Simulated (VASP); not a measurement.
# Gd (Im-3m) in VASP: settings compared

Aim: see how the results for Gd move with the level of theory and the settings. Levels: PBEsol, LDA, PBE. Tasks: single point.

All numbers are computed with VASP 6.6.1; they aren't measurements. Logs are shortened: lines on timing, memory, paths and dates and some standing lists are left out, and cuts for length are marked.

## (1) The cell of the first run

The structure is cubic, space group Im-3m (No. 229). The conventional cell has a = 4.050 Å, b = 4.050 Å, c = 4.050 Å, α = 90.00°, β = 90.00°, γ = 90.00°. Gd (site symmetry m-3m) has 14 Gd at 3.51 to 4.05 Å within 4.6 Å.

This isn't the form of Gd at room conditions, which is hcp.

## (2) Single point, PBEsol, collinear spin, ferromagnetic start

The input, INCAR:

```
SYSTEM = Gd
PREC     = Accurate       ! precision mode
ENCUT    = 520            ! plane-wave cutoff, eV
EDIFF    = 1E-6           ! SCF threshold, eV
ISMEAR   = -1             ! smearing method
SIGMA    = 0.05           ! smearing width, eV
LREAL    = .FALSE.        ! projectors in reciprocal space
LASPH    = .TRUE.         ! aspherical terms in the spheres
NELM     = 150            ! most SCF steps
ALGO     = Normal         ! electronic algorithm
ISIF     = 2              ! what is computed and relaxed
LWAVE    = .FALSE.        ! write WAVECAR
LCHARG   = .FALSE.        ! write CHGCAR
ISPIN    = 2              ! spin polarisation
MAGMOM   = 7              ! initial moments
LORBIT   = 11             ! projections on sites
LMAXMIX  = 6              ! l up to which the mixer works
GGA      = PS             ! functional
NBANDS   = 19             ! bands
```

The input, KPOINTS:

```
regular mesh
0
G
  9 9 9
  0 0 0
```

The input, POSCAR:

```
Gd
1.0
   -2.0250000000      2.0250000000      2.0250000000
    2.0250000000     -2.0250000000      2.0250000000
    2.0250000000      2.0250000000     -2.0250000000
Gd
1
Direct
    0.0000000000      0.0000000000      0.0000000000
```

Potentials or basis: VASP PAW PBE potentials, release 64 (Gd).

The run is started by

```
$ cat potpaw_PBE.64/Gd/POTCAR > POTCAR
$ mpirun -np 1 vasp_std > vasp.out
```

OUTCAR:

```text
SYSTEM = Gd
   PREC = Accurate
   ENCUT = 520
   EDIFF = 1E-6
   ISMEAR = -1
   LREAL = .FALSE.
   LASPH = .TRUE.
   NELM = 150
   ISIF = 2
   ISPIN = 2
   LORBIT = 11
   GGA = PS

 ion  position               nearest neighbor table
   1  0.000  0.000  0.000-

  LATTYP: Found a body centered cubic cell.
 ALAT       =     4.0500000000

  Lattice vectors:

 A1 = (  -2.0250000000,   2.0250000000,   2.0250000000)
 A2 = (   2.0250000000,  -2.0250000000,   2.0250000000)
 A3 = (   2.0250000000,   2.0250000000,  -2.0250000000)

Analysis of symmetry for initial positions (statically):
=====================================================================
 Subroutine PRICEL returns:
 Original cell was already a primitive cell.

 Routine SETGRP: Setting up the symmetry group for a
 body centered cubic supercell.

 Subroutine GETGRP returns: Found 48 space group operations
 (whereof 48 operations were pure point group operations)
 out of a pool of 48 trial point group operations.

The static configuration has the point symmetry O_h .

Analysis of symmetry for dynamics (positions and initial velocities):
=====================================================================
 Subroutine PRICEL returns:
 Original cell was already a primitive cell.

 Routine SETGRP: Setting up the symmetry group for a
 body centered cubic supercell.

 Subroutine GETGRP returns: Found 48 space group operations
 (whereof 48 operations were pure point group operations)
 out of a pool of 48 trial point group operations.

The dynamic configuration has the point symmetry O_h .

Analysis of structural, dynamic, and magnetic symmetry:
=====================================================================
 Subroutine PRICEL returns:
 Original cell was already a primitive cell.

 Routine SETGRP: Setting up the symmetry group for a
 body centered cubic supercell.

 Subroutine GETGRP returns: Found 48 space group operations
 (whereof 48 operations were pure point group operations)
 out of a pool of 48 trial point group operations.

The overall configuration has the point symmetry O_h .

 Subroutine INISYM returns: Found 48 space group operations
 (whereof 48 operations are pure point group operations),
 and found     1 'primitive' translations

----------------------------------------------------------------------------------------

                                     Primitive cell

  volume of cell :      33.2151

  direct lattice vectors                    reciprocal lattice vectors
    -2.025000000  2.025000000  2.025000000     0.000000000  0.246913580  0.246913580
     2.025000000 -2.025000000  2.025000000     0.246913580  0.000000000  0.246913580
     2.025000000  2.025000000 -2.025000000     0.246913580  0.246913580  0.000000000

  length of vectors
     3.507402885  3.507402885  3.507402885     0.349188534  0.349188534  0.349188534

  position of ions in fractional coordinates (direct lattice)
     0.000000000  0.000000000  0.000000000

  ion indices of the primitive-cell ions
   primitive index   ion index
                 1           1

----------------------------------------------------------------------------------------

 KPOINTS: regular mesh

Automatic generation of k-mesh.
 Grid dimensions read from file:
 generate k-points for:    9    9    9

 Generating k-lattice:

  Cartesian coordinates                     Fractional coordinates (reciprocal lattice)
     0.000000000  0.027434842  0.027434842     0.111111111  0.000000000  0.000000000
     0.027434842  0.000000000  0.027434842     0.000000000  0.111111111  0.000000000
     0.027434842  0.027434842  0.000000000     0.000000000  0.000000000  0.111111111

  Length of vectors
     0.038798726  0.038798726  0.038798726

  Shift w.r.t. Gamma in fractional coordinates (k-lattice)
     0.000000000  0.000000000  0.000000000

 Subroutine IBZKPT returns following result:
 ===========================================

 Found     35 irreducible k-points:

 Following reciprocal coordinates:
            Coordinates               Weight
  0.000000  0.000000  0.000000      1.000000
  0.111111  0.000000  0.000000     12.000000
  0.222222  0.000000  0.000000     12.000000
  0.333333  0.000000  0.000000     12.000000
  0.444444  0.000000  0.000000     12.000000
  0.111111  0.111111  0.000000     24.000000
[... 16 lines left out ...]
 -0.333333  0.444444  0.111111     48.000000
 -0.444444 -0.444444  0.111111     24.000000
 [... further k-points ...]
   k-points           NKPTS =     35   k-points in BZ     NKDIM =     35   number of bands    NBANDS=     19
   number of dos      NEDOS =    301   number of ions     NIONS =      1
   total plane-waves  NPLWV =  21952
   dimension x,y,z NGX =    28 NGY =   28 NGZ =   28
   dimension x,y,z NGXF=    56 NGYF=   56 NGZF=   56
   ions per type =               1
   NGX,Y,Z   is equivalent  to a cutoff of  13.27, 13.27, 13.27 a.u.
   NGXF,Y,Z  is equivalent  to a cutoff of  26.54, 26.54, 26.54 a.u.
 SYSTEM =  Gd
   PREC   = accura    normal or accurate (medium, high low for compatibility)
   ISTART =      0    job   : 0-new  1-cont  2-samecut
   ICHARG =      2    charge: 1-file 2-atom 10-const
   ISPIN  =      2    spin polarized calculation?
   LNONCOLLINEAR =      F non collinear calculations
   LSORBIT =      F    spin-orbit coupling
   LASPH  =      T    aspherical Exc in radial PAW
   ENCUT  =  520.0 eV  38.22 Ry    6.18 a.u.   6.52  6.52  6.52*2*pi/ulx,y,z
   NELM   =    150;   NELMIN=  2; NELMDL= -5     # of ELM steps
   EDIFF  = 0.1E-05   stopping-criterion for ELM
   LREAL  =      F    real-space projection
   EDIFFG = 0.1E-04   stopping-criterion for IOM
   NSW    =      0    number of steps for IOM
   IBRION =     -1    ionic relax: 0-MD 1-quasi-New 2-CG
   NFREE  =      0    steps in history (QN), initial steepest desc. (CG)
   ISIF   =      2    stress and relaxation
   ISYM   =      2    0-nonsym 1-usesym 2-fastsym
   POTIM  = 0.5000    time-step for ionic-motion
   TEBEG  =    0.0;   TEEND  =   0.0 temperature during run
   PSTRESS=    0.0 pullay stress
   NELECT =      18.0000    total number of electrons
   NUPDOWN=      -1.0000    fix difference up-down
   EMIN   =  10.00;   EMAX   =-10.00  energy-range for DOS
   EFERMI =   0.00;   METHOD = LEGACY
   ISMEAR =    -1;   SIGMA  =   0.05  broadening in eV -4-tet -1-fermi 0-gaus
   EFERMI_NEDOS =   21; number of points for ismear=-14 and -15
   IALGO  =     38    algorithm
   IMIX   =      4    mixing-type and parameters
     AMIX     =   0.40;   BMIX     =  1.00
     AMIX_MAG =   1.60;   BMIX_MAG =  1.00
  volume/ion in A,a.u.               =      33.22       224.15
  Fermi-wavevector in a.u.,A,eV,Ry     =   1.334711  2.522238 24.238153  1.781454
  Thomas-Fermi vector in A             =   2.463472
   LORBIT       =     11    0 simple, 1 ext, 2 COOP (PROOUT), +10 PAW based schemes
   GGA     = PS    functional components
   LHFCALC =     F    Hartree Fock is set to
   AEXX    =    0.0000 exact exchange contribution
   IVDW    =     0    specifies the selected vdW correction
   LEPSILON=     F    determine dielectric tensor
   LRPA    =     F    only Hartree local field effects (RPA)
 spin polarized calculation
  energy-cutoff  :      520.00
  volume of cell :       33.22
 maximum number of plane-waves:       935
 NGX is ok and might be reduce to    28
   NGX = 13   NGY = 13   NGZ = 13

 number of electron      18.0000009 magnetization       7.6061376

 Free energy of the ion-electron system (eV)
  ---------------------------------------------------
  ext. energy  EPLUGINS =         0.00000000
  ---------------------------------------------------
  free energy    TOTEN  =       -11.94212993 eV

  energy without entropy =      -11.92665774  energy(sigma->0) =      -11.93439383

 E-fermi :   2.8289     XC(G=0): -10.0924

 val. band max:        2.8103376471   @ k =  -0.3333  -0.4444   0.1111
 cond. band min:       2.8401962498   @ k =  -0.4444   0.4444   0.2222
 fundamental gap:      0.0298586027
 Fermi energy:         2.8288592166

 spin component 1

 k-point     1 :       0.0000    0.0000    0.0000
  band No.  band energies     occupation
      1     -42.4413      1.00000
      2     -19.4735      1.00000
      3     -19.4735      1.00000
      4     -19.4735      1.00000
      5      -2.2557      1.00000
      6      -2.0183      1.00000
[... 11 lines left out ...]
     18      13.2346      0.00000
     19      13.2346      0.00000

 k-point     2 :       0.1111    0.0000    0.0000
  band No.  band energies     occupation
      1     -42.4335      1.00000
      2     -19.5603      1.00000
      3     -19.5006      1.00000
      4     -19.4739      1.00000
      5      -2.0139      1.00000
      6      -2.0100      1.00000
[... 11 lines left out ...]
     18      13.5363      0.00000
     19      13.8538      0.00000

 k-point     3 :       0.2222    0.0000    0.0000
  band No.  band energies     occupation
      1     -42.4139      1.00000
      2     -19.7730      1.00000
      3     -19.5683      1.00000
      4     -19.4749      1.00000
      5      -2.0058      1.00000
      6      -1.9864      1.00000
[... 11 lines left out ...]
     18      13.5958      0.00000
     19      14.7309      0.00000

 k-point     4 :       0.3333    0.0000    0.0000
  band No.  band energies     occupation
      1     -42.3914      1.00000
      2     -20.0039      1.00000
      3     -19.6440      1.00000
      4     -19.4761      1.00000
      5      -2.0034      1.00000
      6      -1.9695      1.00000
[... 407 lines left out ...]
     18      11.2321      0.00000
     19      12.5632      0.00000

 k-point    23 :      -0.3333    0.4444    0.1111
  band No.  band energies     occupation
      1     -42.3696      1.00000
      2     -20.0457      1.00000
      3     -19.7690      1.00000
      4     -19.5852      1.00000
      5      -1.9964      1.00000
      6      -1.9868      1.00000
[... 11 lines left out ...]
     18      11.5089      0.00000
     19      13.8711      0.00000

 k-point    24 :      -0.4444   -0.4444    0.1111
  band No.  band energies     occupation
      1     -42.3626      1.00000
      2     -20.0978      1.00000
      3     -19.8051      1.00000
      4     -19.5847      1.00000
      5      -2.0057      1.00000
      6      -1.9893      1.00000
[... 11 lines left out ...]
     18      10.4078      0.00000
     19      12.8807      0.00000

 [... further k-points ...]

 spin component 2

 k-point     1 :       0.0000    0.0000    0.0000
  band No.  band energies     occupation
      1     -39.2264      1.00000
      2     -17.0513      1.00000
      3     -17.0513      1.00000
      4     -17.0513      1.00000
      5      -1.3901      1.00000
      6       3.1590      0.00136
[... 11 lines left out ...]
     18      14.1543      0.00000
     19      14.1543      0.00000

 k-point     2 :       0.1111    0.0000    0.0000
  band No.  band energies     occupation
      1     -39.2167      1.00000
      2     -17.1581      1.00000
      3     -17.0834      1.00000
      4     -17.0522      1.00000
      5      -1.0262      1.00000
      6       3.1409      0.00194
[... 11 lines left out ...]
     18      14.4757      0.00000
     19      14.7781      0.00000

 k-point     3 :       0.2222    0.0000    0.0000
  band No.  band energies     occupation
      1     -39.1920      1.00000
      2     -17.4175      1.00000
      3     -17.1635      1.00000
      4     -17.0544      1.00000
      5      -0.0878      1.00000
      6       3.0975      0.00462
[... 11 lines left out ...]
     18      14.6061      0.00000
     19      15.9751      0.00000

 k-point     4 :       0.3333    0.0000    0.0000
  band No.  band energies     occupation
      1     -39.1638      1.00000
      2     -17.6959      1.00000
      3     -17.2528      1.00000
      4     -17.0570      1.00000
      5       0.8902      1.00000
      6       3.1314      0.00235
[... 407 lines left out ...]
     18      12.6428      0.00000
     19      13.6033      0.00000

 k-point    23 :      -0.3333    0.4444    0.1111
  band No.  band energies     occupation
      1     -39.1366      1.00000
      2     -17.7434      1.00000
      3     -17.4044      1.00000
      4     -17.1859      1.00000
      5       1.9203      1.00000
      6       2.9107      0.16288
[... 11 lines left out ...]
     18      12.8185      0.00000
     19      15.0991      0.00000

 k-point    24 :      -0.4444   -0.4444    0.1111
  band No.  band energies     occupation
      1     -39.1279      1.00000
      2     -17.8049      1.00000
      3     -17.4474      1.00000
      4     -17.1854      1.00000
      5       2.0465      1.00000
      6       3.0900      0.00536
[... 11 lines left out ...]
     18      11.8400      0.00000
     19      14.1789      0.00000

 [... further k-points ...]

------------------------ aborting loop because EDIFF is reached ----------------------------------------

  FORCE on cell =-STRESS in cart. coord.  units (eV):
  Direction    XX          YY          ZZ          XY          YZ          ZX
  --------------------------------------------------------------------------------------
  -------------------------------------------------------------------------------------
  Total       -0.4838507     -0.4838507     -0.4838507     -0.0000000      0.0000000      0.0000000
  in kB      -23.3392504    -23.3392504    -23.3392504     -0.0000000      0.0000000      0.0000000
  external PRESSURE =     -23.3392504 kB  Pullay stress =       0.0000000 kB

 VOLUME and BASIS-vectors are now :
 -----------------------------------------------------------------------------
  energy-cutoff  :      520.00
  volume of cell :       33.22
      direct lattice vectors                 reciprocal lattice vectors
    -2.025000000  2.025000000  2.025000000     0.000000000  0.246913580  0.246913580
     2.025000000 -2.025000000  2.025000000     0.246913580  0.000000000  0.246913580
     2.025000000  2.025000000 -2.025000000     0.246913580  0.246913580  0.000000000

 POSITION                                       TOTAL-FORCE (eV/Angst)
 -----------------------------------------------------------------------------------
      0.00000      0.00000      0.00000         0.000000      0.000000      0.000000
 -----------------------------------------------------------------------------------
    total drift:                               -0.000000     -0.000000     -0.000000

  FREE ENERGIE OF THE ION-ELECTRON SYSTEM (eV)
  ---------------------------------------------------
  free  energy   TOTEN  =       -11.9421299265 eV

  energy  without entropy=      -11.9266577399  energy(sigma->0) =      -11.93439383

 total charge

# of ion       s       p       d       f       tot
--------------------------------------------------
    1        2.071   5.543   0.582   6.985  15.181

 magnetization (x)

# of ion       s       p       d       f       tot
--------------------------------------------------
    1        0.002  -0.050   0.235   6.812   7.000
```

Run time: 46 s. Hardware: 1 thread of Intel Xeon 6975P-C (Granite Rapids), shared host; peak memory 0.2 GiB.

Results:

| Quantity | Value |
| --- | --- |
| Free energy | -11.9421 eV |
| Pressure | -2.3 GPa |
| Net moment | 7.61 μB per cell |
| Site moments | Gd +7.00 μB |
| Valence electrons inside the program's atomic spheres | Gd 15.18 |

Caveat: the PAW data sets were made with another functional, which shifts forces and pressure a little; spin-orbit coupling is left out, which moves the levels of the heavy elements; semilocal functionals describe open f shells poorly, which spoils levels, moments and volumes.

## (3) Single point, LDA, collinear spin, ferromagnetic start

The input, INCAR:

```
  PREC = Accurate
  ENCUT = 520
  EDIFF = 1E-7
  ISMEAR = -1
  SIGMA = 0.05
  LREAL = False
  LASPH = True
  NELM = 150
  ALGO = Fast
  ISIF = 2
  LWAVE = False
  LCHARG = False
  ISPIN = 2
  MAGMOM = 7
  LORBIT = 11
  LMAXMIX = 6
  GGA = CA
  NBANDS = 19
```

The input, KPOINTS:

```
regular mesh
0
Gamma
  9 9 9
```

POSCAR is that of step 2.

Potentials or basis: VASP PAW PBE potentials, release 64 (Gd).

The run is started by

```
$ cat potpaw_PBE.64/Gd/POTCAR > POTCAR
$ mpirun -np 1 vasp_std > vasp.out
```

Run time: 97 s. Hardware: 1 thread of Intel Xeon 6975P-C (Granite Rapids), shared host; peak memory 0.19 GiB.

It converged, with:

```
Free energy                                           : -11.5503 eV
Pressure                                              : -4.0 GPa
Net moment                                            : 7.45 μB per cell
Site moments                                          : Gd +6.93 μB
Valence electrons inside the program's atomic spheres : Gd 15.20
```

Levels at points of the mesh, in eV from the Fermi level:
Spin up:
```tsv
k point	band 11	band 12	band 13	band 14	band 15	band 16
(0.00, 0.00, 0.00)	-4.37	-4.34	1.33	1.33	1.33	3.54
```
Spin down:
```tsv
k point	band 2	band 3	band 4	band 5	band 6	band 7	band 8	band 9
(0.00, 0.00, 0.00)	-19.77	-19.77	-19.77	-4.26	0.23	0.23	0.23	0.53
```

Caveat: the cell stands under tension; the PAW data sets were made with another functional, which shifts forces and pressure a little; spin-orbit coupling is left out, which moves the levels of the heavy elements; semilocal functionals describe open f shells poorly, which spoils levels, moments and volumes.

[end of part 1 of 2]
